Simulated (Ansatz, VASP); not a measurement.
One calculation of SnO2, two programs

POSCAR

```
SnO2
1.0
    4.7605736665      0.0000000000      0.0000000000
    0.0000000000      4.7605736665      0.0000000000
    0.0000000000      0.0000000000      3.2000803270
Sn O
2 4
Direct
    0.0000000000      0.0000000000      0.0000000000
    0.5000000000      0.5000000000      0.5000000000
    0.3058781130      0.3058781130      0.0000000000
    0.1941218870      0.8058781130      0.5000000000
    0.8058781130      0.1941218870      0.5000000000
    0.6941218870      0.6941218870      0.0000000000
```

File INCAR.step1:

```
SYSTEM = SnO2
ALGO = Normal
EDIFF = 1E-4
ENCUT = 520
GGA = PE
ISMEAR = 0
LASPH = .TRUE.
LCHARG = .FALSE.
LREAL = .FALSE.
LWAVE = .TRUE.
NBANDS = 35
NELM = 100
PREC = Accurate
SIGMA = 0.01
```

The input INCAR.step2:

```
SYSTEM = SnO2
ALGO = Normal
EDIFF = 1E-7
ENCUT = 520
ISIF = 2
ISMEAR = 0
ISTART = 1
LASPH = .TRUE.
LCHARG = .FALSE.
LMIXTAU = .TRUE.
LREAL = .FALSE.
LWAVE = .FALSE.
METAGGA = R2SCAN
NBANDS = 35
NELM = 100
PREC = Accurate
SIGMA = 0.01
```

File KPOINTS:

```
k-points
0
G
  4 4 6
  0 0 0
```

Input for Ansatz:

```yaml
crystal:
  lattice:
    - [4.7605736665, 0.0, 0.0]
    - [0.0, 4.7605736665, 0.0]
    - [0.0, 0.0, 3.200080327]
  atoms:
    - { symbol: Sn, position: [0.0, 0.0, 0.0] }
    - { symbol: Sn, position: [0.5, 0.5, 0.5] }
    - { symbol: O, position: [0.305878113, 0.305878113, 0.0] }
    - { symbol: O, position: [0.194121887, 0.805878113, 0.5] }
    - { symbol: O, position: [0.805878113, 0.194121887, 0.5] }
    - { symbol: O, position: [0.694121887, 0.694121887, 0.0] }
kpoints:
  mp_grid: { grid: [4, 4, 6] }
hamiltonian:
  xc: r2scan
scf:
  occupations: { method: fixed }
  n_extra_bands: 5
output:
  forces: true
  stress: true
  eigenvalues: true
```

Alike in both runs: task single point; functional r2SCAN; k mesh 4 × 4 × 6; no spin polarisation.

|  | VASP | Ansatz |
| --- | --- | --- |
| version | VASP 6.6.1 | Ansatz 0.2.0 |
| potentials or method | VASP PAW PBE potentials, release 64 (Sn_d, O) | plane waves, PAW |
| plane-wave cutoff (eV) | 520 | 500 |
| occupations | gaussian, width 0.01 eV | fixed |
| valence electrons in the cell | 52 | 52 |

```csv
,VASP,Ansatz,Ansatz less VASP
gap on the k mesh at the Fermi level (eV),1.79,1.77,-0.026
pressure (GPa),1.1,0.0,-1.10
"traceless stress, the component that is largest in VASP (GPa)",0.38,0.04,-0.341
rms of the force components (eV/Å),0.011,0.002,-0.0091
```

VASP's potentials were made for PBE, not for r2SCAN. Atom by atom the forces differ by 0.013 eV/Å (rms over components).
